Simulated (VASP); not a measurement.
# Ge (P6_3/mmc) in VASP: a series of runs, part 2 of 2

VASP 6.6.1. The steps go on from the part before.

## (4) Single point, BLYP

This run uses another cell than the first one, of 25.42 Å³/atom.

INCAR

```
AGGAC = 1.0
AGGAX = 1.0
ALDAC = 0.0
ALDAX = 1.0
ALGO = Normal
EDIFF = 1E-6
ENCUT = 520
GGA = B5
ISIF = 2
ISMEAR = -1
LASPH = True
LCHARG = False
LREAL = False
LWAVE = False
NBANDS = 36
NELM = 100
PREC = Accurate
SIGMA = 0.05
```

KPOINTS

```
k-points
0
Gamma
  8 8 4
```

POSCAR

```
Ge
1.0
    4.1475647339      0.0000000000      0.0000000000
   -2.0737823670      3.5918964234      0.0000000000
    0.0000000000      0.0000000000      6.8244281799
Ge
4
Direct
    0.3333333333      0.6666666667      0.9374881553
    0.6666666667      0.3333333333      0.4374881553
    0.3333333333      0.6666666667      0.5625118447
    0.6666666667      0.3333333333      0.0625118447
```

Potentials or basis: VASP PAW PBE potentials, release 64 (Ge_d).

Run with:

```bash
$ cat potpaw_PBE.64/Ge_d/POTCAR > POTCAR
$ mpirun -np 1 vasp_std > vasp.out
```

OUTCAR:

```text
EDIFF = 1E-6
   ENCUT = 520
   GGA = B5
   ISIF = 2
   ISMEAR = -1
   LASPH = True
   LREAL = False
   NELM = 100
   PREC = Accurate

 ion  position               nearest neighbor table
   1  0.333  0.667  0.937-   4 2.54   4 2.54   4 2.54   3 2.56
   2  0.667  0.333  0.437-   3 2.54   3 2.54   3 2.54   4 2.56
   3  0.333  0.667  0.563-   2 2.54   2 2.54   2 2.54   1 2.56
   4  0.667  0.333  0.063-   1 2.54   1 2.54   1 2.54   2 2.56

  LATTYP: Found a hexagonal cell.
 ALAT       =     4.1475647339
 C/A-ratio  =     1.6454060678

  Lattice vectors:

 A1 = (   4.1475647339,   0.0000000000,   0.0000000000)
 A2 = (  -2.0737823670,   3.5918964234,   0.0000000000)
 A3 = (   0.0000000000,   0.0000000000,   6.8244281799)

Analysis of symmetry for initial positions (statically):
=====================================================================
 Subroutine PRICEL returns:
 Original cell was already a primitive cell.

 Routine SETGRP: Setting up the symmetry group for a
 hexagonal supercell.

 Subroutine GETGRP returns: Found 24 space group operations
 (whereof 12 operations were pure point group operations)
 out of a pool of 24 trial point group operations.

The static configuration has the point symmetry D_3d.
 The point group associated with its full space group is D_6h.

Analysis of symmetry for dynamics (positions and initial velocities):
=====================================================================
 Subroutine PRICEL returns:
 Original cell was already a primitive cell.

 Routine SETGRP: Setting up the symmetry group for a
 hexagonal supercell.

 Subroutine GETGRP returns: Found 24 space group operations
 (whereof 12 operations were pure point group operations)
 out of a pool of 24 trial point group operations.

The dynamic configuration has the point symmetry D_3d.
 The point group associated with its full space group is D_6h.

 Subroutine INISYM returns: Found 24 space group operations
 (whereof 12 operations are pure point group operations),
 and found     1 'primitive' translations

----------------------------------------------------------------------------------------

                                     Primitive cell

  volume of cell :     101.6678

  direct lattice vectors                    reciprocal lattice vectors
     4.147564734  0.000000000  0.000000000     0.241105339  0.139202232  0.000000000
    -2.073782367  3.591896423  0.000000000     0.000000000  0.278404464  0.000000000
     0.000000000  0.000000000  6.824428180     0.000000000  0.000000000  0.146532423

  length of vectors
     4.147564734  4.147564734  6.824428180     0.278404464  0.278404464  0.146532423

  position of ions in fractional coordinates (direct lattice)
     0.333333333  0.666666667  0.937488155
     0.666666667  0.333333333  0.437488155
     0.333333333  0.666666667  0.562511845
     0.666666667  0.333333333  0.062511845

  ion indices of the primitive-cell ions
   primitive index   ion index
                 1           1
                 2           2
                 3           3
                 4           4

----------------------------------------------------------------------------------------

 KPOINTS: k-points

Automatic generation of k-mesh.
 Grid dimensions read from file:
 generate k-points for:    8    8    4

 Generating k-lattice:

  Cartesian coordinates                     Fractional coordinates (reciprocal lattice)
     0.030138167  0.017400279  0.000000000     0.125000000  0.000000000  0.000000000
     0.000000000  0.034800558  0.000000000     0.000000000  0.125000000  0.000000000
     0.000000000  0.000000000  0.036633106     0.000000000  0.000000000  0.250000000

  Length of vectors
     0.034800558  0.034800558  0.036633106

  Shift w.r.t. Gamma in fractional coordinates (k-lattice)
     0.000000000  0.000000000  0.000000000

 Subroutine IBZKPT returns following result:
 ===========================================

 Found     30 irreducible k-points:

 Following reciprocal coordinates:
            Coordinates               Weight
  0.000000  0.000000  0.000000      1.000000
  0.125000  0.000000  0.000000      6.000000
  0.250000  0.000000  0.000000      6.000000
  0.375000  0.000000  0.000000      6.000000
  0.500000  0.000000  0.000000      3.000000
  0.125000  0.125000  0.000000      6.000000
[... 16 lines left out ...]
  0.250000  0.000000  0.500000      6.000000
  0.375000  0.000000  0.500000      6.000000
 [... further k-points ...]
   k-points           NKPTS =     30   k-points in BZ     NKDIM =     30   number of bands    NBANDS=     36
   number of dos      NEDOS =    301   number of ions     NIONS =      4
   total plane-waves  NPLWV =  55296
   dimension x,y,z NGX =    32 NGY =   32 NGZ =   54
   dimension x,y,z NGXF=    64 NGYF=   64 NGZF=  108
   ions per type =               4
   NGX,Y,Z   is equivalent  to a cutoff of  12.83, 12.83, 13.15 a.u.
   NGXF,Y,Z  is equivalent  to a cutoff of  25.65, 25.65, 26.31 a.u.
 SYSTEM =  unknown system
   PREC   = accura    normal or accurate (medium, high low for compatibility)
   ISTART =      0    job   : 0-new  1-cont  2-samecut
   ICHARG =      2    charge: 1-file 2-atom 10-const
   ISPIN  =      1    spin polarized calculation?
   LNONCOLLINEAR =      F non collinear calculations
   LSORBIT =      F    spin-orbit coupling
   LASPH  =      T    aspherical Exc in radial PAW
   ENCUT  =  520.0 eV  38.22 Ry    6.18 a.u.   7.71  7.71 12.69*2*pi/ulx,y,z
   NELM   =    100;   NELMIN=  2; NELMDL= -5     # of ELM steps
   EDIFF  = 0.1E-05   stopping-criterion for ELM
   LREAL  =      F    real-space projection
   EDIFFG = 0.1E-04   stopping-criterion for IOM
   NSW    =      0    number of steps for IOM
   IBRION =     -1    ionic relax: 0-MD 1-quasi-New 2-CG
   NFREE  =      0    steps in history (QN), initial steepest desc. (CG)
   ISIF   =      2    stress and relaxation
   ISYM   =      2    0-nonsym 1-usesym 2-fastsym
   POTIM  = 0.5000    time-step for ionic-motion
   TEBEG  =    0.0;   TEEND  =   0.0 temperature during run
   PSTRESS=    0.0 pullay stress
   NELECT =      56.0000    total number of electrons
   NUPDOWN=      -1.0000    fix difference up-down
   EMIN   =  10.00;   EMAX   =-10.00  energy-range for DOS
   EFERMI =   0.00;   METHOD = LEGACY
   ISMEAR =    -1;   SIGMA  =   0.05  broadening in eV -4-tet -1-fermi 0-gaus
   EFERMI_NEDOS =   21; number of points for ismear=-14 and -15
   IALGO  =     38    algorithm
   IMIX   =      4    mixing-type and parameters
     AMIX     =   0.40;   BMIX     =  1.00
     AMIX_MAG =   1.60;   BMIX_MAG =  1.00
  volume/ion in A,a.u.               =      25.42       171.52
  Fermi-wavevector in a.u.,A,eV,Ry     =   1.341971  2.535957 24.502539  1.800886
  Thomas-Fermi vector in A             =   2.470162
   LORBIT       =      0    0 simple, 1 ext, 2 COOP (PROOUT), +10 PAW based schemes
   GGA     = B5    functional components
   LHFCALC =     F    Hartree Fock is set to
   AEXX    =    0.0000 exact exchange contribution
   IVDW    =     0    specifies the selected vdW correction
   LEPSILON=     F    determine dielectric tensor
   LRPA    =     F    only Hartree local field effects (RPA)
 non-spin polarized calculation
  energy-cutoff  :      520.00
  volume of cell :      101.67
 maximum number of plane-waves:      2767
 NGX is ok and might be reduce to    32
   NGX = 15   NGY = 15   NGZ = 25

 number of electron      56.0000020 magnetization

 Free energy of the ion-electron system (eV)
  ---------------------------------------------------
  ext. energy  EPLUGINS =         0.00000000
  ---------------------------------------------------
  free energy    TOTEN  =       -15.27905307 eV

  energy without entropy =      -15.27685428  energy(sigma->0) =      -15.27795368

 E-fermi :   4.2766     XC(G=0):  -8.8316

 val. band max:        4.1995120494   @ k =   0.0000   0.0000   0.2500
 cond. band min:       4.2787684491   @ k =   0.0000   0.0000   0.0000
 fundamental gap:      0.0792563998
 Fermi energy:         4.2765802651

 k-point     1 :       0.0000    0.0000    0.0000
  band No.  band energies     occupation
      1     -20.3420      2.00000
      2     -20.3420      2.00000
      3     -20.3142      2.00000
      4     -20.3138      2.00000
      5     -20.3138      2.00000
      6     -20.3015      2.00000
[... 925 lines left out ...]
     35      11.2227      0.00000
     36      11.2227      0.00000

 [... further k-points ...]

------------------------ aborting loop because EDIFF is reached ----------------------------------------

  FORCE on cell =-STRESS in cart. coord.  units (eV):
  Direction    XX          YY          ZZ          XY          YZ          ZX
  --------------------------------------------------------------------------------------
  -------------------------------------------------------------------------------------
  Total        0.0957825      0.0957825      0.0939452     -0.0000000      0.0000000      0.0000000
  in kB        1.5094316      1.5094316      1.4804780     -0.0000000      0.0000000      0.0000000
  external PRESSURE =       1.4997804 kB  Pullay stress =       0.0000000 kB

 VOLUME and BASIS-vectors are now :
 -----------------------------------------------------------------------------
  energy-cutoff  :      520.00
  volume of cell :      101.67
      direct lattice vectors                 reciprocal lattice vectors
     4.147564734  0.000000000  0.000000000     0.241105339  0.139202232  0.000000000
    -2.073782367  3.591896423  0.000000000     0.000000000  0.278404464  0.000000000
     0.000000000  0.000000000  6.824428180     0.000000000  0.000000000  0.146532423

 POSITION                                       TOTAL-FORCE (eV/Angst)
 -----------------------------------------------------------------------------------
     -0.00000      2.39460      6.39782        -0.000000      0.000000     -0.001693
      2.07378      1.19730      2.98561         0.000000     -0.000000     -0.001693
     -0.00000      2.39460      3.83882        -0.000000      0.000000      0.001693
      2.07378      1.19730      0.42661         0.000000      0.000000      0.001693
 -----------------------------------------------------------------------------------
    total drift:                               -0.000000      0.000000     -0.000000

  FREE ENERGIE OF THE ION-ELECTRON SYSTEM (eV)
  ---------------------------------------------------
  free  energy   TOTEN  =       -15.2790530750 eV

  energy  without entropy=      -15.2768542774  energy(sigma->0) =      -15.27795368
```

OSZICAR:

```text
N       E                     dE             d eps       ncg     rms          rms(c)
DAV:   1     0.515634508967E+03    0.51563E+03   -0.28507E+04  2512   0.410E+03
DAV:   2     0.751019802355E+02   -0.44053E+03   -0.42941E+03  2160   0.834E+02
DAV:   3    -0.104154277273E+02   -0.85517E+02   -0.84493E+02  2364   0.210E+02
DAV:   4    -0.153307728462E+02   -0.49153E+01   -0.48951E+01  2484   0.579E+01
DAV:   5    -0.154418161628E+02   -0.11104E+00   -0.11099E+00  2412   0.976E+00    0.361E+00
DAV:   6    -0.153411228696E+02    0.10069E+00   -0.80596E-02  2396   0.220E+00    0.217E+00
DAV:   7    -0.152758732969E+02    0.65250E-01   -0.13567E-01  2324   0.236E+00    0.202E-01
DAV:   8    -0.152785696347E+02   -0.26963E-02   -0.11816E-02  2364   0.103E+00    0.830E-02
DAV:   9    -0.152790388049E+02   -0.46917E-03   -0.42941E-04  2324   0.156E-01    0.178E-02
DAV:  10    -0.152790492540E+02   -0.10449E-04   -0.29952E-05  2784   0.564E-02    0.659E-03
DAV:  11    -0.152790527179E+02   -0.34639E-05   -0.50197E-06  1828   0.151E-02    0.167E-03
DAV:  12    -0.152790530750E+02   -0.35704E-06   -0.65267E-07  1384   0.896E-03
   1 F= -.15279053E+02 E0= -.15277954E+02  d E =-.219880E-02
```

stdout:

```text
POSCAR found type information on POSCAR Ge
 POSCAR found :  1 types and       4 ions
 scaLAPACK will be used
 -----------------------------------------------------------------------------
|                                                                             |
|                                                                             |
|     You enforced a specific xc type in the INCAR file but a different       |
|     I HOPE YOU KNOW WHAT YOU ARE DOING!                                     |
|                                                                             |
 -----------------------------------------------------------------------------

 LDA part: xc-table for (Slater(with rela. corr.)+VWN5), standard interpolation
 POSCAR, INCAR and KPOINTS ok, starting setup
 FFT: planning ... GRIDC
 FFT: planning ... GRID_SOFT
 FFT: planning ... GRID
 WAVECAR not read
 entering main loop
```

Run time: 64 s. Hardware: 1 thread of Intel Xeon Platinum 8488C (Sapphire Rapids), shared host; peak memory 0.25 GiB.

What came out:

| Item | Value |
| --- | --- |
| Free energy | -15.2791 eV |
| Pressure | 0.1 GPa |
| Band gap on the k mesh | zero (bands 28 and 29 overlap by 0.08 eV) |

Caveat: semilocal functionals underestimate gaps, so a narrow gap can read as zero; the PAW data sets were made with another functional, which shifts forces and pressure a little.

## (5) Summary

| level | spin | cell | gap on the mesh (eV) | pressure (GPa) |
| --- | --- | --- | --- | --- |
| r2SCAN | off | a = 3.998, b = 3.998, c = 6.599 Å, angles 90.0, 90.0, 120.0°, 4 atoms | 0.07 | 0.0 |
| PBEsol | non-collinear, zero start, SOC | a = 3.998, b = 3.998, c = 6.599 Å, angles 90.0, 90.0, 120.0°, 4 atoms | - | -0.1 |
| BLYP | off | a = 4.148, b = 4.148, c = 6.824 Å, angles 90.0, 90.0, 120.0°, 4 atoms | none | 0.1 |

Alike in all rows: task single point; potentials or basis VASP PAW PBE potentials, release 64 (Ge_d); k mesh 8 × 8 × 4; cutoff (eV) 520; smearing fermi-dirac 0.05 eV.

Caveats: the PAW data sets were made with another functional, which shifts forces and pressure a little; semilocal functionals underestimate gaps, so a narrow gap can read as zero (at least some runs).

Absolute energies hang on the potentials; compare differences alone.
